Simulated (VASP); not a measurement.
# Re (P6_3/mmc) in VASP: further runs

Re is run at these levels: revPBE; tasks: single point.

All numbers are computed with VASP 6.6.1; they aren't measurements. Logs are shortened: lines on timing, memory, paths and dates and some standing lists are left out, and cuts for length are marked.

## 1. The cell of the first run

Symmetry: P6_3/mmc, No. 194, hexagonal system. The conventional cell has a = 2.784 Å, b = 2.784 Å, c = 4.491 Å, α = 90.00°, β = 90.00°, γ = 120.00°. Re (site symmetry -6m2) has 12 Re at 2.76 to 2.78 Å within 3.6 Å.

## 2. Single point, revPBE

Input file INCAR:

```
SYSTEM = Re
ALGO     = Normal         ! electronic algorithm
EDIFF    = 1E-6           ! SCF threshold, eV
ENCUT    = 520            ! plane-wave cutoff, eV
GGA      = RE             ! functional
ISIF     = 2              ! what is computed and relaxed
ISMEAR   = -1             ! smearing method
LASPH    = .TRUE.         ! aspherical terms in the spheres
LCHARG   = .TRUE.         ! write CHGCAR
LELF     = .TRUE.         ! ELF
LREAL    = .FALSE.        ! projectors in reciprocal space
LVHAR    = .TRUE.       
LWAVE    = .FALSE.        ! write WAVECAR
NBANDS   = 14             ! bands
NELM     = 80             ! most SCF steps
PREC     = Accurate       ! precision mode
SIGMA    = 0.1            ! smearing width, eV
```

Input file KPOINTS:

```
k-points
0
G
  21 21 12
  0 0 0
```

Input file POSCAR:

```
Re
1.0
    2.7837808600      0.0000000000      0.0000000000
   -1.3918904300      2.4108249433      0.0000000000
    0.0000000000      0.0000000000      4.4908643120
Re
2
Direct
    0.3333333333      0.6666666667      0.2500000000
    0.6666666667      0.3333333333      0.7500000000
```

Potentials or basis: VASP PAW PBE potentials, release 64 (Re).

Run with:

```sh
cat potpaw_PBE.64/Re/POTCAR > POTCAR
mpirun -np 1 vasp_std > vasp.out
```

OUTCAR:

```text
SYSTEM = Re
   EDIFF = 1E-6
   ENCUT = 520
   GGA = RE
   ISIF = 2
   ISMEAR = -1
   LASPH = .TRUE.
   LREAL = .FALSE.
   NELM = 80
   PREC = Accurate

 ion  position               nearest neighbor table
   1  0.333  0.667  0.250-   2 2.76   2 2.76   2 2.76   2 2.76   2 2.76   2 2.76
   2  0.667  0.333  0.750-   1 2.76   1 2.76   1 2.76   1 2.76   1 2.76   1 2.76

  LATTYP: Found a hexagonal cell.
 ALAT       =     2.7837808600
 C/A-ratio  =     1.6132247967

  Lattice vectors:

 A1 = (   2.7837808600,   0.0000000000,   0.0000000000)
 A2 = (  -1.3918904300,   2.4108249433,   0.0000000000)
 A3 = (   0.0000000000,   0.0000000000,   4.4908643120)

Analysis of symmetry for initial positions (statically):
=====================================================================
 Subroutine PRICEL returns:
 Original cell was already a primitive cell.

 Routine SETGRP: Setting up the symmetry group for a
 hexagonal supercell.

 Subroutine GETGRP returns: Found 24 space group operations
 (whereof 12 operations were pure point group operations)
 out of a pool of 24 trial point group operations.

The static configuration has the point symmetry D_3d.
 The point group associated with its full space group is D_6h.

Analysis of symmetry for dynamics (positions and initial velocities):
=====================================================================
 Subroutine PRICEL returns:
 Original cell was already a primitive cell.

 Routine SETGRP: Setting up the symmetry group for a
 hexagonal supercell.

 Subroutine GETGRP returns: Found 24 space group operations
 (whereof 12 operations were pure point group operations)
 out of a pool of 24 trial point group operations.

The dynamic configuration has the point symmetry D_3d.
 The point group associated with its full space group is D_6h.

 Subroutine INISYM returns: Found 24 space group operations
 (whereof 12 operations are pure point group operations),
 and found     1 'primitive' translations

----------------------------------------------------------------------------------------

                                     Primitive cell

  volume of cell :      30.1391

  direct lattice vectors                    reciprocal lattice vectors
     2.783780860  0.000000000  0.000000000     0.359223678  0.207397887  0.000000000
    -1.391890430  2.410824943  0.000000000     0.000000000  0.414795775  0.000000000
     0.000000000  0.000000000  4.490864312     0.000000000  0.000000000  0.222674285

  length of vectors
[... 91 lines left out ...]
   TEBEG  =    0.0;   TEEND  =   0.0 temperature during run
   PSTRESS=    0.0 pullay stress
   NELECT =      14.0000    total number of electrons
   NUPDOWN=      -1.0000    fix difference up-down
   EMIN   =  10.00;   EMAX   =-10.00  energy-range for DOS
   EFERMI =   0.00;   METHOD = LEGACY
   ISMEAR =    -1;   SIGMA  =   0.10  broadening in eV -4-tet -1-fermi 0-gaus
   EFERMI_NEDOS =   21; number of points for ismear=-14 and -15
   IALGO  =     38    algorithm
   IMIX   =      4    mixing-type and parameters
     AMIX     =   0.40;   BMIX     =  1.00
     AMIX_MAG =   1.60;   BMIX_MAG =  1.00
  volume/ion in A,a.u.               =      15.07       101.69
  Fermi-wavevector in a.u.,A,eV,Ry     =   1.267868  2.395923 21.871211  1.607489
  Thomas-Fermi vector in A             =   2.400993
   LORBIT       =      0    0 simple, 1 ext, 2 COOP (PROOUT), +10 PAW based schemes
   GGA     = RE    functional components
   LHFCALC =     F    Hartree Fock is set to
   AEXX    =    0.0000 exact exchange contribution
   IVDW    =     0    specifies the selected vdW correction
   LEPSILON=     F    determine dielectric tensor
   LRPA    =     F    only Hartree local field effects (RPA)
 non-spin polarized calculation
  energy-cutoff  :      520.00
  volume of cell :       30.14
 maximum number of plane-waves:       827
 NGX is ok and might be reduce to    24
   NGX = 11   NGY = 11   NGZ = 17

 number of electron      14.0000000 magnetization

 Free energy of the ion-electron system (eV)
  ---------------------------------------------------
  ext. energy  EPLUGINS =         0.00000000
  ---------------------------------------------------
  free energy    TOTEN  =       -23.90872116 eV

  energy without entropy =      -23.85251184  energy(sigma->0) =      -23.88061650

 E-fermi :   7.6506     XC(G=0): -13.5791

 val. band max:        7.6483866832   @ k =   0.3333   0.1905   0.4167
 cond. band min:       7.6569689567   @ k =   0.1905   0.0476   0.3333
 fundamental gap:      0.0085822736
 Fermi energy:         7.6506150059

 k-point     1 :       0.0000    0.0000    0.0000
  band No.  band energies     occupation
      1      -2.0476      2.00000
      2       1.2057      2.00000
      3       6.1328      2.00000
      4       6.1328      2.00000
      5       6.1463      2.00000
      6       6.9400      1.99836
      7       6.9400      1.99836
      8       7.8307      0.28349
      9       7.8307      0.28349
     10       8.2187      0.00680
     11      10.9045      0.00000
     12      10.9045      0.00000
     13      17.3750      0.00000
     14      21.7261      0.00000
[... 377 lines left out ...]
      1       0.1619      2.00000
      2       2.8272      2.00000
      3       4.3909      2.00000
      4       4.4565      2.00000
      5       5.9631      2.00000
      6       6.2281      2.00000
      7       7.3435      1.91135
      8       7.8433      0.25430
      9       8.4471      0.00069
     10       9.2512      0.00000
     11      11.4473      0.00000
     12      16.1433      0.00000
     13      16.8793      0.00000
     14      22.6681      0.00000

 [... further k-points ...]

------------------------ aborting loop because EDIFF is reached ----------------------------------------

  FORCE on cell =-STRESS in cart. coord.  units (eV):
  Direction    XX          YY          ZZ          XY          YZ          ZX
  --------------------------------------------------------------------------------------
  -------------------------------------------------------------------------------------
  Total       -0.1245395     -0.1245395     -0.1277670     -0.0000000      0.0000000      0.0000000
  in kB       -6.6204433     -6.6204433     -6.7920144     -0.0000000      0.0000000      0.0000000
  external PRESSURE =      -6.6776337 kB  Pullay stress =       0.0000000 kB

 VOLUME and BASIS-vectors are now :
 -----------------------------------------------------------------------------
  energy-cutoff  :      520.00
  volume of cell :       30.14
      direct lattice vectors                 reciprocal lattice vectors
     2.783780860  0.000000000  0.000000000     0.359223678  0.207397887  0.000000000
    -1.391890430  2.410824943  0.000000000     0.000000000  0.414795775  0.000000000
     0.000000000  0.000000000  4.490864312     0.000000000  0.000000000  0.222674285

 POSITION                                       TOTAL-FORCE (eV/Angst)
 -----------------------------------------------------------------------------------
     -0.00000      1.60722      1.12272         0.000000     -0.000000      0.000000
      1.39189      0.80361      3.36815        -0.000000      0.000000      0.000000
 -----------------------------------------------------------------------------------
    total drift:                                0.000000     -0.000000     -0.000000

  FREE ENERGIE OF THE ION-ELECTRON SYSTEM (eV)
  ---------------------------------------------------
  free  energy   TOTEN  =       -23.9087211624 eV

  energy  without entropy=      -23.8525118388  energy(sigma->0) =      -23.88061650
```

Run time: 53 s. Hardware: 1 thread of Intel Xeon 6975P-C (Granite Rapids), shared host; peak memory 0.25 GiB.

Results:

| Property | Result |
| --- | --- |
| Free energy | -23.9087 eV |
| Pressure | -0.7 GPa |
| Band gap on the k mesh | zero (bands 7 and 8 overlap by 3.10 eV) |

Levels at points of the mesh, in eV from the Fermi level:
```
           k point  band 5  band 6  band 7  band 8  band 9  band 10
(0.00, 0.00, 0.00)   -1.50   -0.71   -0.71    0.18    0.18     0.57
(0.00, 0.00, 0.50)   -1.65   -1.65   -1.65   -1.65    2.46     2.46
```

Caveat: the PAW data sets were made with another functional, which shifts forces and pressure a little; spin-orbit coupling is left out, which moves the levels of the heavy elements.

## 3. Single point, revPBE (15.07 Å³/atom)

Input file INCAR:

```
  ALGO = Normal
  EDIFF = 1E-6
  ENCUT = 520
  GGA = RE
  ISIF = 2
  ISMEAR = -1
  LASPH = True
  LCHARG = False
  LREAL = False
  LWAVE = False
  NBANDS = 14
  NELM = 60
  PREC = Accurate
  SIGMA = 0.1
```

Input file KPOINTS:

```
k-points
0
Gamma
  21 21 12
```

POSCAR is that of step 2.

Potentials or basis: VASP PAW PBE potentials, release 64 (Re).

Run with:

```sh
cat potpaw_PBE.64/Re/POTCAR > POTCAR
mpirun -np 1 vasp_std > vasp.out
```

It took 53 s on 1 thread of Intel Xeon 6975P-C (Granite Rapids), shared host; peak memory 0.26 GiB.

It converged, with:

```yaml
Free_energy: -23.9087 eV
Pressure: -0.7 GPa
Band_gap_on_the_k_mesh: zero (bands 7 and 8 overlap by 3.10 eV)
```

Levels at points of the mesh, in eV from the Fermi level:
| k point | band 4 | band 5 | band 6 | band 7 | band 8 | band 9 | band 10 | band 11 |
| --- | --- | --- | --- | --- | --- | --- | --- | --- |
| (0.00, 0.00, 0.00) | -1.52 | -1.50 | -0.71 | -0.71 | 0.18 | 0.18 | 0.57 | 3.25 |
| (0.00, 0.00, 0.50) | -2.30 | -1.65 | -1.65 | -1.65 | -1.65 | 2.46 | 2.46 | 2.46 |

Caveat: the PAW data sets were made with another functional, which shifts forces and pressure a little; spin-orbit coupling is left out, which moves the levels of the heavy elements.

## 4. Single point, revPBE (15.67 Å³/atom)

This run uses another cell than the first one, of 15.67 Å³/atom.

Input file INCAR:

```
PREC = Accurate
ENCUT = 520
EDIFF = 1E-6
ISMEAR = -1
SIGMA = 0.1
LREAL = False
LASPH = True
NELM = 100
ALGO = Normal
ISIF = 2
LWAVE = False
LCHARG = True
GGA = RE
LELF = True
LVHAR = True
NBANDS = 14
```

Input file KPOINTS:

```
regular mesh
0
Gamma
  21 21 12
```

Input file POSCAR:

```
Re
1.0
    2.8204137565      0.0000000000      0.0000000000
   -1.4102068782      2.4425499623      0.0000000000
    0.0000000000      0.0000000000      4.5499614089
Re
2
Direct
    0.3333333333      0.6666666667      0.2500000000
    0.6666666667      0.3333333333      0.7500000000
```

Run with:

```sh
cat potpaw_PBE.64/Re/POTCAR > POTCAR
mpirun -np 1 vasp_std > vasp.out
```

It took 51 s on 1 thread of Intel Xeon 6975P-C (Granite Rapids), shared host; peak memory 0.26 GiB.

It converged, with:

```
Free energy            : -23.8544 eV
Pressure               : -13.6 GPa
Band gap on the k mesh : zero (bands 7 and 8 overlap by 2.90 eV)
```

Stress tensor (GPa, compression positive):
```
-13.51   0.00   0.00
  0.00 -13.51   0.00
  0.00   0.00 -13.71
```

Levels at points of the mesh, in eV from the Fermi level:
```
           k point  band 4  band 5  band 6  band 7  band 8  band 9  band 10  band 11
(0.00, 0.00, 0.00)   -1.42   -1.41   -0.67   -0.67    0.18    0.18     0.50     3.08
(0.00, 0.00, 0.50)   -2.19   -1.55   -1.55   -1.55   -1.55    2.32     2.32     2.32
```

Caveat: the cell stands under tension; the PAW data sets were made with another functional, which shifts forces and pressure a little; spin-orbit coupling is left out, which moves the levels of the heavy elements.

## 5. Single point, revPBE (16.28 Å³/atom)

This run uses another cell than the first one, of 16.28 Å³/atom.

Input file INCAR:

```
PREC     = Accurate       # precision mode
ENCUT    = 520            # plane-wave cutoff, eV
EDIFF    = 1E-7           # SCF threshold, eV
ISMEAR   = -1             # smearing method
SIGMA    = 0.1            # smearing width, eV
LREAL    = F              # projectors in reciprocal space
LASPH    = T              # aspherical terms in the spheres
NELM     = 100            # most SCF steps
ALGO     = Normal         # electronic algorithm
ISIF     = 2              # what is computed and relaxed
LWAVE    = F              # write WAVECAR
LCHARG   = F              # write CHGCAR
GGA      = RE             # functional
NBANDS   = 14             # bands
```

KPOINTS is that of step 4.

Input file POSCAR:

```
Re
1.0
    2.8561189868      0.0000000000      0.0000000000
   -1.4280594934      2.4734715988      0.0000000000
    0.0000000000      0.0000000000      4.6075619720
Re
2
Direct
    0.3333333333      0.6666666667      0.2500000000
    0.6666666667      0.3333333333      0.7500000000
```

Run with:

```sh
cat potpaw_PBE.64/Re/POTCAR > POTCAR
mpirun -np 1 vasp_std > vasp.out
```

Wall time 56 s (1 thread of Intel Xeon 6975P-C (Granite Rapids), shared host); peak memory 0.26 GiB.

The run converged. Its results:

```
Free energy            : -23.7132 eV
Pressure               : -23.9 GPa
Band gap on the k mesh : zero (bands 7 and 8 overlap by 2.74 eV)
```

Stress tensor (GPa, compression positive):
```
-23.74   0.00   0.00
  0.00 -23.74   0.00
  0.00   0.00 -24.11
```

Levels at points of the mesh, in eV from the Fermi level:
```tsv
k point	band 3	band 4	band 5	band 6	band 7	band 8	band 9	band 10	band 11	band 12
(0.00, 0.00, 0.00)	-1.34	-1.34	-1.33	-0.63	-0.63	0.17	0.17	0.46	2.91	2.91
(0.00, 0.00, 0.50)	-2.09	-2.09	-1.46	-1.46	-1.46	-1.46	2.19	2.19	2.19	2.19
```

Caveat: the cell stands under tension; the PAW data sets were made with another functional, which shifts forces and pressure a little; spin-orbit coupling is left out, which moves the levels of the heavy elements.

(Part 1 of 2 ends here.)
